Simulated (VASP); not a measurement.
# LiNbO3 (R3c) in VASP: notebook

The runs below take LiNbO3 through single point, with PBE.

Everything below comes from runs of VASP 6.6.1. Logs are shortened: lines on timing, memory, paths and dates and some standing lists are left out, and cuts for length are marked.

## 1. The cell of the first run

Symmetry: R3c, No. 161, trigonal system. Conventional cell: a = 5.133 Å, b = 5.133 Å, c = 15.018 Å, α = 90.00°, β = 90.00°, γ = 120.00°. Li (site symmetry 3) has 6 O at 2.08 to 2.34 Å within 2.8 Å. Nb (site symmetry 3) has 6 O at 1.90 to 2.22 Å within 2.5 Å. Within 2.5 Å of O (site symmetry 1) lie 2 Nb at 1.90 to 2.22 Å and 2 Li at 2.08 to 2.34 Å.

## 2. Single point, PBE (11.42 Å³/atom)

Contents of INCAR:

```
SYSTEM = LiNbO3
PREC = Accurate
ENCUT = 520
EDIFF = 1E-7
ISMEAR = 0
SIGMA = 0.05
LREAL = .False.
LASPH = .True.
NELM = 60
ALGO = Normal
ISIF = 2
LWAVE = .False.
LCHARG = .False.
GGA = PE
NBANDS = 45
```

Contents of KPOINTS:

```
Automatic mesh
0
Gamma
  6 6 6
  0 0 0
```

Contents of POSCAR:

```
LiNbO3
1.0
    2.5664202359      1.4817234141      5.0060593121
   -2.5664202359      1.4817234141      5.0060593121
    0.0000000000     -2.9634468281      5.0060593122
Li Nb O
2 2 6
Direct
    0.2815913687      0.2815913687      0.2815913687
    0.7815913687      0.7815913687      0.7815913687
    0.0004900497      0.0004900497      0.0004900497
    0.5004900497      0.5004900497      0.5004900497
    0.1104619503      0.3580262714      0.7211003599
    0.7211003599      0.1104619503      0.3580262714
    0.3580262714      0.7211003599      0.1104619503
    0.2211003599      0.8580262714      0.6104619503
    0.8580262714      0.6104619503      0.2211003599
    0.6104619503      0.2211003599      0.8580262714
```

Potentials or basis: VASP PAW PBE potentials, release 64 (Li_sv, Nb_sv, O).

Command:

```
$ cat potpaw_PBE.64/Li_sv/POTCAR potpaw_PBE.64/Nb_sv/POTCAR potpaw_PBE.64/O/POTCAR > POTCAR
$ mpirun -np 1 vasp_std > vasp.out
```

OUTCAR:

```text
SYSTEM = LiNbO3
   PREC = Accurate
   ENCUT = 520
   EDIFF = 1E-7
   ISMEAR = 0
   LREAL = .False.
   LASPH = .True.
   NELM = 60
   ISIF = 2
   GGA = PE

 ion  position               nearest neighbor table
   1  0.282  0.282  0.282-   9 2.08   8 2.08  10 2.08
   2  0.782  0.782  0.782-   5 2.08   7 2.08   6 2.08
   3  0.000  0.000  0.000-   5 1.90   7 1.90   6 1.90   9 2.22  10 2.22   8 2.22
   4  0.500  0.500  0.500-   9 1.90   8 1.90  10 1.90   5 2.22   6 2.22   7 2.22
   5  0.110  0.358  0.721-   3 1.90   2 2.08   4 2.22
   6  0.721  0.110  0.358-   3 1.90   2 2.08   4 2.22
   7  0.358  0.721  0.110-   3 1.90   2 2.08   4 2.22
   8  0.221  0.858  0.610-   4 1.90   1 2.08   3 2.22
   9  0.858  0.610  0.221-   4 1.90   1 2.08   3 2.22
  10  0.610  0.221  0.858-   4 1.90   1 2.08   3 2.22

  LATTYP: Found a trigonal (rhomboedric) cell.
 ALAT       =     5.8174433336
 COS(alpha) =     0.6107566386

  Lattice vectors:

 A1 = (   2.5664202359,   1.4817234141,   5.0060593121)
 A2 = (  -2.5664202359,   1.4817234141,   5.0060593121)
 A3 = (   0.0000000000,  -2.9634468281,   5.0060593122)

Analysis of symmetry for initial positions (statically):
=====================================================================
 Subroutine PRICEL returns:
 Original cell was already a primitive cell.

 Routine SETGRP: Setting up the symmetry group for a
 trigonal (rhombohedral) supercell.

 Subroutine GETGRP returns: Found  6 space group operations
 (whereof  3 operations were pure point group operations)
 out of a pool of 12 trial point group operations.

The static configuration has the point symmetry C_3 .
 The point group associated with its full space group is C_3v.

Analysis of symmetry for dynamics (positions and initial velocities):
=====================================================================
 Subroutine PRICEL returns:
 Original cell was already a primitive cell.

 Routine SETGRP: Setting up the symmetry group for a
 trigonal (rhombohedral) supercell.

 Subroutine GETGRP returns: Found  6 space group operations
 (whereof  3 operations were pure point group operations)
 out of a pool of 12 trial point group operations.

The dynamic configuration has the point symmetry C_3 .
 The point group associated with its full space group is C_3v.

[... 120 lines left out ...]
   ISIF   =      2    stress and relaxation
   ISYM   =      2    0-nonsym 1-usesym 2-fastsym
   POTIM  = 0.5000    time-step for ionic-motion
   TEBEG  =    0.0;   TEEND  =   0.0 temperature during run
   PSTRESS=    0.0 pullay stress
   NELECT =      68.0000    total number of electrons
   NUPDOWN=      -1.0000    fix difference up-down
   EMIN   =  10.00;   EMAX   =-10.00  energy-range for DOS
   EFERMI =   0.00;   METHOD = LEGACY
   ISMEAR =     0;   SIGMA  =   0.05  broadening in eV -4-tet -1-fermi 0-gaus
   EFERMI_NEDOS =   21; number of points for ismear=-14 and -15
   IALGO  =     38    algorithm
   IMIX   =      4    mixing-type and parameters
     AMIX     =   0.40;   BMIX     =  1.00
     AMIX_MAG =   1.60;   BMIX_MAG =  1.00
  volume/ion in A,a.u.               =      11.42        77.08
  Fermi-wavevector in a.u.,A,eV,Ry     =   1.377200  2.602531 25.805904  1.896680
  Thomas-Fermi vector in A             =   2.502375
   LORBIT       =      0    0 simple, 1 ext, 2 COOP (PROOUT), +10 PAW based schemes
   GGA     = PE    functional components
   LHFCALC =     F    Hartree Fock is set to
   AEXX    =    0.0000 exact exchange contribution
   IVDW    =     0    specifies the selected vdW correction
   LEPSILON=     F    determine dielectric tensor
   LRPA    =     F    only Hartree local field effects (RPA)
 non-spin polarized calculation
 Gauss-broadening in eV      SIGMA  =   0.05
  energy-cutoff  :      520.00
  volume of cell :      114.22
 maximum number of plane-waves:      3108
 NGX is ok and might be reduce to    48
   NGX = 21   NGY = 21   NGZ = 21

 number of electron      67.9999989 magnetization

 Free energy of the ion-electron system (eV)
  ---------------------------------------------------
  ext. energy  EPLUGINS =         0.00000000
  ---------------------------------------------------
  free energy    TOTEN  =       -79.70400824 eV

  energy without entropy =      -79.70400824  energy(sigma->0) =      -79.70400824

 E-fermi :   3.2209     XC(G=0): -10.4261

 val. band max:        2.9978594535   @ k =   0.0000   0.0000   0.0000
 cond. band min:       6.2912113177   @ k =   0.1667   0.1667   0.0000
 fundamental gap:      3.2933518642
 Fermi energy:         3.2208725216

 k-point     1 :       0.0000    0.0000    0.0000
  band No.  band energies     occupation
      1     -51.4908      2.00000
      2     -51.4812      2.00000
      3     -39.8346      2.00000
      4     -39.8329      2.00000
      5     -27.7019      2.00000
      6     -27.7019      2.00000
[... 1141 lines left out ...]
     44      11.7117      0.00000
     45      12.9327      0.00000

 [... further k-points ...]

------------------------ aborting loop because EDIFF is reached ----------------------------------------

  FORCE on cell =-STRESS in cart. coord.  units (eV):
  Direction    XX          YY          ZZ          XY          YZ          ZX
  --------------------------------------------------------------------------------------
  -------------------------------------------------------------------------------------
  Total       -2.4920923     -2.4920923    -10.7251604      0.0000000     -0.0000000      0.0000000
  in kB      -34.9568714    -34.9568714   -150.4430822      0.0000000     -0.0000000      0.0000000
  external PRESSURE =     -73.4522750 kB  Pullay stress =       0.0000000 kB

 VOLUME and BASIS-vectors are now :
 -----------------------------------------------------------------------------
  energy-cutoff  :      520.00
  volume of cell :      114.22
      direct lattice vectors                 reciprocal lattice vectors
     2.566420236  1.481723414  5.006059312     0.194823900  0.112481631  0.066585974
    -2.566420236  1.481723414  5.006059312    -0.194823900  0.112481631  0.066585974
     0.000000000 -2.963446828  5.006059312     0.000000000 -0.224963262  0.066585974

 POSITION                                       TOTAL-FORCE (eV/Angst)
 -----------------------------------------------------------------------------------
      0.00000      0.00000      4.22899         0.000000      0.000000      0.044308
      0.00000      0.00000     11.73808         0.000000      0.000000      0.044308
      0.00000      0.00000      0.00736         0.000000      0.000000      0.541770
      0.00000      0.00000      7.51645         0.000000      0.000000      0.541770
     -0.63535     -1.44277      5.95515         0.147595     -0.353883     -0.195359
      1.56715      0.17115      5.95515         0.232675      0.304762     -0.195359
     -0.93180      1.27162      5.95515        -0.380269      0.049121     -0.195359
     -1.63462     -0.21010      8.45818         0.380269      0.049121     -0.195359
      0.63535      1.52067      8.45818        -0.147595     -0.353883     -0.195359
      0.99927     -1.31057      8.45818        -0.232675      0.304762     -0.195359
 -----------------------------------------------------------------------------------
    total drift:                               -0.000000     -0.000000      0.001117

  FREE ENERGIE OF THE ION-ELECTRON SYSTEM (eV)
  ---------------------------------------------------
  free  energy   TOTEN  =       -79.7040082379 eV

  energy  without entropy=      -79.7040082379  energy(sigma->0) =      -79.70400824
```

OSZICAR:

```text
N       E                     dE             d eps       ncg     rms          rms(c)
DAV:   1     0.711720136641E+03    0.71172E+03   -0.36533E+04  2880   0.158E+03
DAV:   2    -0.319820039751E+02   -0.74370E+03   -0.72034E+03  3747   0.533E+02
DAV:   3    -0.924797455146E+02   -0.60498E+02   -0.59964E+02  4176   0.141E+02
DAV:   4    -0.979016343929E+02   -0.54219E+01   -0.54050E+01  5224   0.398E+01
DAV:   5    -0.981892767381E+02   -0.28764E+00   -0.28753E+00  4385   0.620E+00    0.267E+01
DAV:   6    -0.800065716578E+02    0.18183E+02   -0.81209E+01  4080   0.534E+01    0.101E+01
DAV:   7    -0.797239682273E+02    0.28260E+00   -0.94028E+00  4504   0.177E+01    0.526E+00
DAV:   8    -0.797149925658E+02    0.89757E-02   -0.10610E+00  4608   0.722E+00    0.219E+00
DAV:   9    -0.796987897073E+02    0.16203E-01   -0.20982E-01  4064   0.340E+00    0.102E+00
DAV:  10    -0.797044662262E+02   -0.56765E-02   -0.47759E-02  3936   0.159E+00    0.227E-01
DAV:  11    -0.797038556078E+02    0.61062E-03   -0.46446E-03  4352   0.480E-01    0.505E-02
DAV:  12    -0.797040235280E+02   -0.16792E-03   -0.48998E-04  3984   0.147E-01    0.348E-02
DAV:  13    -0.797040107917E+02    0.12736E-04   -0.17275E-04  4903   0.866E-02    0.238E-02
DAV:  14    -0.797040104940E+02    0.29775E-06   -0.29000E-05  4192   0.463E-02    0.888E-03
DAV:  15    -0.797040083504E+02    0.21436E-05   -0.46452E-06  4187   0.173E-02    0.207E-03
DAV:  16    -0.797040081441E+02    0.20629E-06   -0.74465E-07  4099   0.474E-03    0.988E-04
DAV:  17    -0.797040082379E+02   -0.93850E-07   -0.68675E-08  1920   0.231E-03
   1 F= -.79704008E+02 E0= -.79704008E+02  d E =-.683138E-12
```

Run time: 9.7 min. Hardware: 1 thread of Intel Xeon 8259CL, shared host; peak memory 0.38 GiB.

What came out:

| Quantity | Value |
| --- | --- |
| Free energy | -79.7040 eV |
| Largest force | 0.542 eV/Å |
| Band gap on the k mesh | 3.29 eV (least direct gap 3.30 eV) |

Forces on the atoms (eV/Å):
```
Li   0.000  0.000  0.044
Li   0.000  0.000  0.044
Nb   0.000  0.000  0.542
Nb   0.000  0.000  0.542
O    0.148 -0.354 -0.195
O    0.233  0.305 -0.195
O   -0.380  0.049 -0.195
O    0.380  0.049 -0.195
O   -0.148 -0.354 -0.195
O   -0.233  0.305 -0.195
```

Caveat: the cutoff is under 1.25 times the usual one of these potentials, so pressure, stress and relaxed cells hold a basis-set (Pulay) error. PBE gaps usually lie below the measured ones, often by a third to a half.

## 3. Single point, PBE (11.42 Å³/atom)

Contents of INCAR:

```
ALGO = Normal ; EDIFF = 1E-6
ENCUT = 520 ; GGA = PE
ISIF = 2 ; ISMEAR = 0
LASPH = True ; LCHARG = False
LREAL = False ; LWAVE = False
NBANDS = 45 ; NELM = 60
PREC = Accurate ; SIGMA = 0.05
```

Contents of KPOINTS:

```
k-points
0
Gamma
  6 6 6
```

Changes to POSCAR since step 2:

```diff
@@ -2,5 +2,5 @@
 1.0
-    2.5664202359      1.4817234141      5.0060593121
-   -2.5664202359      1.4817234141      5.0060593121
-    0.0000000000     -2.9634468281      5.0060593122
+    2.6500316382      1.5299964797      4.6951493877
+   -2.6500316382      1.5299964797      4.6951493877
+    0.0000000000     -3.0599929593      4.6951493877
 Li Nb O
```

Potentials or basis: VASP PAW PBE potentials, release 64 (Li_sv, Nb_sv, O).

Command:

```
$ cat potpaw_PBE.64/Li_sv/POTCAR potpaw_PBE.64/Nb_sv/POTCAR potpaw_PBE.64/O/POTCAR > POTCAR
$ mpirun -np 1 vasp_std > vasp.out
```

Wall time 7.1 min (1 thread of Intel Xeon 8259CL, shared host); peak memory 0.34 GiB.

The run converged. Its results:

```yaml
Free_energy: -79.8773 eV
Largest_force: 0.622 eV/Å
Band_gap_on_the_k_mesh: 3.33 eV (least direct gap 3.37 eV)
```

Forces on the atoms (eV/Å):
```
Li   0.000  0.000 -0.014
Li   0.000  0.000 -0.014
Nb   0.000  0.000  0.447
Nb   0.000  0.000  0.447
O    0.419 -0.437 -0.144
O    0.169  0.581 -0.144
O   -0.588 -0.144 -0.144
O    0.588 -0.144 -0.144
O   -0.419 -0.437 -0.144
O   -0.169  0.581 -0.144
```

Levels at points of the mesh, in eV from the valence-band top:
| k point | band 31 | band 32 | band 33 | band 34 | band 35 | band 36 | band 37 | band 38 |
| --- | --- | --- | --- | --- | --- | --- | --- | --- |
| (0.00, 0.00, 0.00) | -0.59 | -0.50 | 0.00 | 0.00 | 3.36 | 3.36 | 3.74 | 4.73 |
| (0.50, 0.00, 0.00) | -0.29 | -0.29 | -0.20 | -0.20 | 3.58 | 3.58 | 4.34 | 4.34 |
| (0.50, 0.50, 0.00) | -0.72 | -0.62 | -0.51 | -0.19 | 3.42 | 3.83 | 4.26 | 4.27 |
| (0.50, 0.50, 0.50) | -0.31 | -0.31 | -0.31 | -0.31 | 4.22 | 4.22 | 4.45 | 4.45 |

Caveat: the cutoff is under 1.25 times the usual one of these potentials, so pressure, stress and relaxed cells hold a basis-set (Pulay) error. A k mesh can miss the band edges.

## 4. Single point, PBE (11.42 Å³/atom)

Contents of INCAR:

```
SYSTEM = LiNbO3
  ALGO = Normal
  EDIFF = 1E-6
  ENCUT = 520
  GGA = PE
  ISIF = 2
  ISMEAR = 0
  LASPH = .TRUE.
  LCHARG = .FALSE.
  LREAL = .FALSE.
  LWAVE = .FALSE.
  NBANDS = 45
  NELM = 60
  PREC = Accurate
  SIGMA = 0.05
```

Contents of KPOINTS:

```
k-points
0
G
  6 6 6
  0 0 0
```

Changes to POSCAR since step 3:

```diff
@@ -2,5 +2,5 @@
 1.0
-    2.6500316382      1.5299964797      4.6951493877
-   -2.6500316382      1.5299964797      4.6951493877
-    0.0000000000     -3.0599929593      4.6951493877
+    2.5939887167      1.4976400839      4.9002176185
+   -2.5939887167      1.4976400839      4.9002176185
+    0.0000000000     -2.9952801678      4.9002176185
 Li Nb O
```

Command:

```
$ cat potpaw_PBE.64/Li_sv/POTCAR potpaw_PBE.64/Nb_sv/POTCAR potpaw_PBE.64/O/POTCAR > POTCAR
$ mpirun -np 1 vasp_std > vasp.out
```

Wall time 8.9 min (1 thread of Intel Xeon 8259CL, shared host); peak memory 0.38 GiB.

The run converged. Its results:

- Free energy: -79.8403 eV
- Largest force: 0.479 eV/Å
- Band gap on the k mesh: 3.33 eV (least direct gap 3.34 eV)

Forces on the atoms (eV/Å):
```
Li   0.000  0.000  0.038
Li   0.000  0.000  0.038
Nb   0.000  0.000  0.479
Nb   0.000  0.000  0.479
O    0.236 -0.380 -0.173
O    0.211  0.394 -0.173
O   -0.447 -0.015 -0.173
O    0.447 -0.015 -0.173
O   -0.236 -0.380 -0.173
O   -0.211  0.394 -0.173
```

Levels at points of the mesh, in eV from the valence-band top:
```tsv
k point	band 31	band 32	band 33	band 34	band 35	band 36	band 37	band 38
(0.00, 0.00, 0.00)	-0.68	-0.58	0.00	0.00	3.34	3.34	3.93	4.76
(0.50, 0.00, 0.00)	-0.37	-0.37	-0.25	-0.25	3.58	3.58	4.36	4.36
(0.50, 0.50, 0.00)	-0.72	-0.70	-0.51	-0.19	3.44	3.84	4.19	4.33
(0.50, 0.50, 0.50)	-0.28	-0.28	-0.28	-0.28	4.36	4.36	4.44	4.44
```

Caveat: the cutoff is under 1.25 times the usual one of these potentials, so pressure, stress and relaxed cells hold a basis-set (Pulay) error.

## 5. Single point, PBE (11.42 Å³/atom)

Contents of INCAR:

```
ALGO = Normal
EDIFF = 1E-6
ENCUT = 520
GGA = PE
ISIF = 2
ISMEAR = 0
LASPH = True
LCHARG = True
LELF = True
LREAL = False
LVHAR = True
LWAVE = False
NBANDS = 45
NELM = 100
PREC = Accurate
SIGMA = 0.05
```

Contents of KPOINTS:

```
k-points
0
Gamma
  6 6 6
```

Changes to POSCAR since step 4:

```diff
@@ -2,5 +2,5 @@
 1.0
-    2.5939887167      1.4976400839      4.9002176185
-   -2.5939887167      1.4976400839      4.9002176185
-    0.0000000000     -2.9952801678      4.9002176185
+    2.6785203881      1.5464444671      4.5958052819
+   -2.6785203881      1.5464444671      4.5958052819
+    0.0000000000     -3.0928889342      4.5958052819
 Li Nb O
```

Command:

```
$ cat potpaw_PBE.64/Li_sv/POTCAR potpaw_PBE.64/Nb_sv/POTCAR potpaw_PBE.64/O/POTCAR > POTCAR
$ mpirun -np 1 vasp_std > vasp.out
```

Run time: 6.7 min. Hardware: 1 thread of Intel Xeon 8259CL, shared host; peak memory 0.33 GiB.

Results (log left out):

- Free energy: -79.7787 eV
- Largest force: 0.705 eV/Å
- Band gap on the k mesh: 3.28 eV (least direct gap 3.35 eV)

Forces on the atoms (eV/Å):
```
Li   0.000  0.000 -0.060
Li   0.000  0.000 -0.060
Nb   0.000  0.000  0.469
Nb   0.000  0.000  0.469
O    0.512 -0.466 -0.136
O    0.147  0.676 -0.136
O   -0.659 -0.211 -0.136
O    0.659 -0.211 -0.136
O   -0.512 -0.466 -0.136
O   -0.147  0.676 -0.136
```

Levels at points of the mesh, in eV from the valence-band top:
| k point | band 32 | band 33 | band 34 | band 35 | band 36 | band 37 |
| --- | --- | --- | --- | --- | --- | --- |
| (0.00, 0.00, 0.00) | -0.45 | -0.01 | -0.01 | 3.34 | 3.34 | 3.61 |
| (0.50, 0.00, 0.00) | -0.26 | -0.16 | -0.16 | 3.56 | 3.56 | 4.29 |
| (0.50, 0.50, 0.00) | -0.53 | -0.52 | -0.20 | 3.37 | 3.79 | 4.20 |
| (0.50, 0.50, 0.50) | -0.33 | -0.33 | -0.33 | 4.11 | 4.11 | 4.41 |

Caveat: the cutoff is under 1.25 times the usual one of these potentials, so pressure, stress and relaxed cells hold a basis-set (Pulay) error.

[end of part 1 of 2]
